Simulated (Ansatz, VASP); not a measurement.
## Nb2C3: VASP beside Ansatz

The input INCAR:

```
SYSTEM = Nb2C3
PREC = Accurate
ENCUT = 520
EDIFF = 1E-7
ISMEAR = 0
SIGMA = 0.1
LREAL = .False.
LASPH = .True.
NELM = 80
ALGO = Normal
ISIF = 2
LWAVE = .False.
LCHARG = .False.
GGA = PE
NBANDS = 27
```

KPOINTS

```
regular mesh
0
Gamma
  6 6 4
  0 0 0
```

POSCAR

```
Nb2C3
1.0
    3.7660292900      0.0000000000      0.0000000000
   -1.8830146500      3.2614770400      0.0000000000
    0.0000000000      0.0000000000      6.8426129600
Nb C
2 3
Direct
    0.3333333300      0.6666666700      0.5000000000
    0.6666666700      0.3333333300      0.5000000000
    0.5000000000      0.0000000000      0.0000000000
    0.0000000000      0.5000000000      0.0000000000
    0.5000000000      0.5000000000      0.0000000000
```

Input for Ansatz:

```yaml
crystal:
  lattice:
    - [3.76602929, 0.0, 0.0]
    - [-1.88301465, 3.26147704, 0.0]
    - [0.0, 0.0, 6.84261296]
  atoms:
    - { symbol: Nb, position: [0.33333333, 0.66666667, 0.5] }
    - { symbol: Nb, position: [0.66666667, 0.33333333, 0.5] }
    - { symbol: C, position: [0.5, 0.0, 0.0] }
    - { symbol: C, position: [0.0, 0.5, 0.0] }
    - { symbol: C, position: [0.5, 0.5, 0.0] }
basis:
  ecutwfc: 420
kpoints:
  mp_grid: { grid: [6, 6, 4] }
hamiltonian:
  xc: pbe
scf:
  occupations: { method: gaussian, width: 0.1 }
  lower_state_search: "off"
output:
  forces: true
  stress: true
  eigenvalues: true
```

Alike in both runs: task single point; functional PBE; k mesh 6 × 6 × 4; occupations gaussian, width 0.1 eV; no spin polarisation.

|  | VASP | Ansatz |
| --- | --- | --- |
| version | VASP 6.6.1 | Ansatz 0.2.0 |
| potentials or method | VASP PAW PBE potentials, release 64 (Nb_sv, C), cutoff 520 eV | scalar-relativistic, plane waves, PAW |
| valence electrons in the cell | 38 | 38 |

```tsv
	VASP	Ansatz	Ansatz less VASP
gap on the k mesh at the Fermi level (eV)	none	none	-
pressure (GPa)	-0.9	-0.9	+0.01
traceless stress, the component that is largest in VASP (GPa)	-11.66	-11.58	+0.080
```

A gap of «none» marks a metal or a gap that the smearing closes.
